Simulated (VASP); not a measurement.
Here is a VASP 6.6.1 calculation.

INCAR

```
SYSTEM = Ni
PREC     = Accurate       ! precision mode
ENCUT    = 520            ! plane-wave cutoff, eV
EDIFF    = 1E-6           ! SCF threshold, eV
ISMEAR   = -1             ! smearing method
SIGMA    = 0.1            ! smearing width, eV
LREAL    = .False.        ! projectors in reciprocal space
LASPH    = .True.         ! aspherical terms in the spheres
NELM     = 150            ! most SCF steps
ALGO     = Normal         ! electronic algorithm
ISIF     = 2              ! what is computed and relaxed
LWAVE    = .False.        ! write WAVECAR
LCHARG   = .False.        ! write CHGCAR
ISPIN    = 2              ! spin polarisation
MAGMOM   = 0.24           ! initial moments
LORBIT   = 11             ! projections on sites
NUPDOWN  = 0.24           ! fixed moment
LMAXMIX  = 4              ! l up to which the mixer works
GGA      = PE             ! functional
NBANDS   = 15             ! bands
```

File KPOINTS:

```
regular mesh
0
Gamma
  13 13 13
  0 0 0
```

Contents of POSCAR:

```
Ni
1.0
    0.0000000000      1.7701000000      1.7701000000
    1.7701000000      0.0000000000      1.7701000000
    1.7701000000      1.7701000000      0.0000000000
Ni
1
Direct
    0.0000000000      0.0000000000      0.0000000000
```

Potentials or basis: VASP PAW PBE potentials, release 64 (Ni).

Launch:

```bash
$ cat potpaw_PBE.64/Ni/POTCAR > POTCAR
$ mpirun -np 1 vasp_std > vasp.out
```

**Question.** Estimate the pressure.

**Answer.** -3.8 GPa.

Caveat: the total moment is fixed, so each spin has its own Fermi level.
